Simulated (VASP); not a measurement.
# BaZnSbF (P4/nmm) in VASP: single point with PBE

Aim: the single point of BaZnSbF with PBE.

Program: VASP 6.6.1. These are calculated values, not measurements. Logs are shortened: lines on timing, memory, paths and dates and some standing lists are left out, and cuts for length are marked.

## (1) The cell of the first run

The structure is tetragonal, space group P4/nmm (No. 129). Conventional cell: a = 4.467 Å, b = 4.467 Å, c = 9.842 Å, α = 90.00°, β = 90.00°, γ = 90.00°. Ba (site symmetry 4mm) has 4 F at 2.67 Å within 3.5 Å. Within 3.5 Å of F (site symmetry -4m2) lie 4 Ba at 2.67 Å and 4 F at 3.16 Å. Within 3.6 Å of Zn (site symmetry -4m2) lie 4 Sb at 2.77 Å and 4 Zn at 3.16 Å. Sb (site symmetry 4mm) has 4 Zn at 2.77 Å and 4 Ba at 3.64 Å within 3.7 Å.

## (2) Single point, PBE

The input, INCAR:

```
SYSTEM = BaZnSbF
PREC = Accurate
ENCUT = 520
EDIFF = 1E-7
ISMEAR = -1
SIGMA = 0.1
LREAL = .FALSE.
LASPH = .TRUE.
NELM = 100
ALGO = Normal
ISIF = 2
LWAVE = .FALSE.
LCHARG = .FALSE.
GGA = PE
NBANDS = 44
```

The input, KPOINTS:

```
regular mesh
0
G
  6 6 3
  0 0 0
```

The input, POSCAR:

```
BaZnSbF
1.0
    4.4669850000      0.0000000000      0.0000000000
    0.0000000000      4.4669850000      0.0000000000
    0.0000000000      0.0000000000      9.8420010000
Ba F Zn Sb
2 2 2 2
Direct
    0.7500000000      0.7500000000      0.3507900000
    0.2500000000      0.2500000000      0.6492100000
    0.2500000000      0.7500000000      0.5000000000
    0.7500000000      0.2500000000      0.5000000000
    0.2500000000      0.7500000000      0.0000000000
    0.7500000000      0.2500000000      0.0000000000
    0.2500000000      0.2500000000      0.1660400000
    0.7500000000      0.7500000000      0.8339600000
```

Potentials or basis: VASP PAW PBE potentials, release 64 (Ba_sv, F, Zn, Sb).

The run is started by

```
$ cat potpaw_PBE.64/Ba_sv/POTCAR potpaw_PBE.64/F/POTCAR potpaw_PBE.64/Zn/POTCAR potpaw_PBE.64/Sb/POTCAR > POTCAR
$ mpirun -np 1 vasp_std > vasp.out
```

OUTCAR:

```text
SYSTEM = BaZnSbF
   PREC = Accurate
   ENCUT = 520
   EDIFF = 1E-7
   ISMEAR = -1
   LREAL = .FALSE.
   LASPH = .TRUE.
   NELM = 100
   ISIF = 2
   GGA = PE

 ion  position               nearest neighbor table
   1  0.750  0.750  0.351-   3 2.67   4 2.67   4 2.67   3 2.67   7 3.64   7 3.64   7 3.64   7 3.64
                             2 4.31   2 4.31   2 4.31   2 4.31
   2  0.250  0.250  0.649-   3 2.67   4 2.67   3 2.67   4 2.67   8 3.64   8 3.64   8 3.64   8 3.64
                             1 4.31   1 4.31   1 4.31   1 4.31
   3  0.250  0.750  0.500-   1 2.67   2 2.67   2 2.67   1 2.67
   4  0.750  0.250  0.500-   1 2.67   2 2.67   1 2.67   2 2.67
   5  0.250  0.750  0.000-   7 2.77   8 2.77   7 2.77   8 2.77
   6  0.750  0.250  0.000-   7 2.77   8 2.77   8 2.77   7 2.77
   7  0.250  0.250  0.166-   5 2.77   6 2.77   5 2.77   6 2.77   1 3.64   1 3.64   1 3.64   1 3.64

   8  0.750  0.750  0.834-   5 2.77   6 2.77   6 2.77   5 2.77   2 3.64   2 3.64   2 3.64   2 3.64

  LATTYP: Found a simple tetragonal cell.
 ALAT       =     4.4669850000
 C/A-ratio  =     2.2032760352

  Lattice vectors:

 A1 = (   4.4669850000,   0.0000000000,   0.0000000000)
 A2 = (   0.0000000000,   4.4669850000,   0.0000000000)
 A3 = (   0.0000000000,   0.0000000000,   9.8420010000)

Analysis of symmetry for initial positions (statically):
=====================================================================
 Subroutine PRICEL returns:
 Original cell was already a primitive cell.

 Routine SETGRP: Setting up the symmetry group for a
 simple tetragonal supercell.

 Subroutine GETGRP returns: Found 16 space group operations
 (whereof  4 operations were pure point group operations)
 out of a pool of 16 trial point group operations.

The static configuration has the point symmetry C_2h.
 The point group associated with its full space group is D_4h.

Analysis of symmetry for dynamics (positions and initial velocities):
=====================================================================
 Subroutine PRICEL returns:
 Original cell was already a primitive cell.

 Routine SETGRP: Setting up the symmetry group for a
 simple tetragonal supercell.

 Subroutine GETGRP returns: Found 16 space group operations
 (whereof  4 operations were pure point group operations)
 out of a pool of 16 trial point group operations.

The dynamic configuration has the point symmetry C_2h.
[... 105 lines left out ...]
   ENCUT  =  520.0 eV  38.22 Ry    6.18 a.u.   8.31  8.31 18.30*2*pi/ulx,y,z
   NELM   =    100;   NELMIN=  2; NELMDL= -5     # of ELM steps
   EDIFF  = 0.1E-06   stopping-criterion for ELM
   LREAL  =      F    real-space projection
   EDIFFG = 0.1E-05   stopping-criterion for IOM
   NSW    =      0    number of steps for IOM
   IBRION =     -1    ionic relax: 0-MD 1-quasi-New 2-CG
   NFREE  =      0    steps in history (QN), initial steepest desc. (CG)
   ISIF   =      2    stress and relaxation
   ISYM   =      2    0-nonsym 1-usesym 2-fastsym
   POTIM  = 0.5000    time-step for ionic-motion
   TEBEG  =    0.0;   TEEND  =   0.0 temperature during run
   PSTRESS=    0.0 pullay stress
   NELECT =      68.0000    total number of electrons
   NUPDOWN=      -1.0000    fix difference up-down
   EMIN   =  10.00;   EMAX   =-10.00  energy-range for DOS
   EFERMI =   0.00;   METHOD = LEGACY
   ISMEAR =    -1;   SIGMA  =   0.10  broadening in eV -4-tet -1-fermi 0-gaus
   EFERMI_NEDOS =   21; number of points for ismear=-14 and -15
   IALGO  =     38    algorithm
   IMIX   =      4    mixing-type and parameters
     AMIX     =   0.40;   BMIX     =  1.00
     AMIX_MAG =   1.60;   BMIX_MAG =  1.00
  volume/ion in A,a.u.               =      24.55       165.66
  Fermi-wavevector in a.u.,A,eV,Ry     =   1.149583  2.172397 17.980658  1.321541
  Thomas-Fermi vector in A             =   2.286252
   LORBIT       =      0    0 simple, 1 ext, 2 COOP (PROOUT), +10 PAW based schemes
   GGA     = PE    functional components
[... 5 lines left out ...]
 non-spin polarized calculation
  energy-cutoff  :      520.00
  volume of cell :      196.39
 maximum number of plane-waves:      5312
 NGX is ok and might be reduce to    36
   NGX = 17   NGY = 17   NGZ = 37

 number of electron      68.0000005 magnetization

 Free energy of the ion-electron system (eV)
  ---------------------------------------------------
  ext. energy  EPLUGINS =         0.00000000
  ---------------------------------------------------
  free energy    TOTEN  =       -32.21570259 eV

  energy without entropy =      -32.19497853  energy(sigma->0) =      -32.20534056

 E-fermi :   4.0298     XC(G=0):  -9.3708

 val. band max:        3.9337298532   @ k =   0.0000   0.0000   0.0000
 cond. band min:       4.3347219085   @ k =   0.1667   0.0000   0.0000
 fundamental gap:      0.4009920553
 Fermi energy:         4.0298174778

 k-point     1 :       0.0000    0.0000    0.0000
  band No.  band energies     occupation
      1     -24.2065      2.00000
      2     -24.0534      2.00000
      3     -20.0748      2.00000
      4     -20.0433      2.00000
      5      -9.3996      2.00000
      6      -9.3996      2.00000
[... 929 lines left out ...]
     43       9.7698      0.00000
     44       9.7713      0.00000

------------------------ aborting loop because EDIFF is reached ----------------------------------------

  FORCE on cell =-STRESS in cart. coord.  units (eV):
  Direction    XX          YY          ZZ          XY          YZ          ZX
  --------------------------------------------------------------------------------------
  -------------------------------------------------------------------------------------
  Total        1.2841689      1.2841689      1.0570741     -0.0000000      0.0000000      0.0000000
  in kB       10.4765997     10.4765997      8.6238980     -0.0000000      0.0000000      0.0000000
  external PRESSURE =       9.8590325 kB  Pullay stress =       0.0000000 kB

 VOLUME and BASIS-vectors are now :
 -----------------------------------------------------------------------------
  energy-cutoff  :      520.00
  volume of cell :      196.39
      direct lattice vectors                 reciprocal lattice vectors
     4.466985000  0.000000000  0.000000000     0.223864642  0.000000000  0.000000000
     0.000000000  4.466985000  0.000000000     0.000000000  0.223864642  0.000000000
     0.000000000  0.000000000  9.842001000     0.000000000  0.000000000  0.101605354

 POSITION                                       TOTAL-FORCE (eV/Angst)
 -----------------------------------------------------------------------------------
      3.35024      3.35024      3.45248         0.000000     -0.000000     -0.162896
      1.11675      1.11675      6.38953         0.000000     -0.000000      0.162896
      1.11675      3.35024      4.92100         0.000000      0.000000      0.000000
      3.35024      1.11675      4.92100        -0.000000      0.000000     -0.000000
      1.11675      3.35024      0.00000         0.000000     -0.000000      0.000000
      3.35024      1.11675      0.00000        -0.000000      0.000000     -0.000000
      1.11675      1.11675      1.63417        -0.000000     -0.000000      0.026883
      3.35024      3.35024      8.20784         0.000000      0.000000     -0.026883
 -----------------------------------------------------------------------------------
    total drift:                                0.000000      0.000000      0.000000

  FREE ENERGIE OF THE ION-ELECTRON SYSTEM (eV)
  ---------------------------------------------------
  free  energy   TOTEN  =       -32.2157025918 eV

  energy  without entropy=      -32.1949785277  energy(sigma->0) =      -32.20534056
```

stdout:

```text
POSCAR found type information on POSCAR BaF ZnSb
 POSCAR found :  4 types and       8 ions
 scaLAPACK will be used
 LDA part: xc-table for (Slater+PW92), standard interpolation
 POSCAR, INCAR and KPOINTS ok, starting setup
 FFT: planning ... GRIDC
 FFT: planning ... GRID_SOFT
 FFT: planning ... GRID
 WAVECAR not read
 entering main loop
```

It took 3.2 min on 1 thread of AMD EPYC 7R43 (Zen 3), shared host; peak memory 0.37 GiB.

Results:

* Free energy: -32.2157 eV
* Pressure: 1.0 GPa
* Largest force: 0.163 eV/Å
* Band gap on the k mesh: zero (bands 34 and 35 overlap by 0.01 eV)

Forces in eV/Å, atoms in the order of the input:
```
Ba   0.000  0.000 -0.163
Ba   0.000  0.000  0.163
F    0.000  0.000  0.000
F    0.000  0.000  0.000
Zn   0.000  0.000  0.000
Zn   0.000  0.000  0.000
Sb   0.000  0.000  0.027
Sb   0.000  0.000 -0.027
```

Levels at points of the mesh, in eV from the Fermi level:
| k point | band 30 | band 31 | band 32 | band 33 | band 34 | band 35 | band 36 | band 37 | band 38 | band 39 |
| --- | --- | --- | --- | --- | --- | --- | --- | --- | --- | --- |
| (0.00, 0.00, 0.00) | -2.07 | -2.07 | -0.89 | -0.57 | -0.10 | -0.10 | 1.20 | 1.84 | 1.95 | 2.59 |
| (0.50, 0.00, 0.00) | -4.62 | -1.46 | -1.46 | -0.89 | -0.89 | 1.36 | 1.36 | 2.24 | 2.24 | 2.95 |
| (0.50, 0.50, 0.00) | -4.85 | -2.64 | -2.64 | -2.52 | -2.52 | 1.63 | 1.63 | 1.74 | 1.74 | 4.83 |

Caveat: spin-orbit coupling is left out, which moves the levels of the heavy elements.
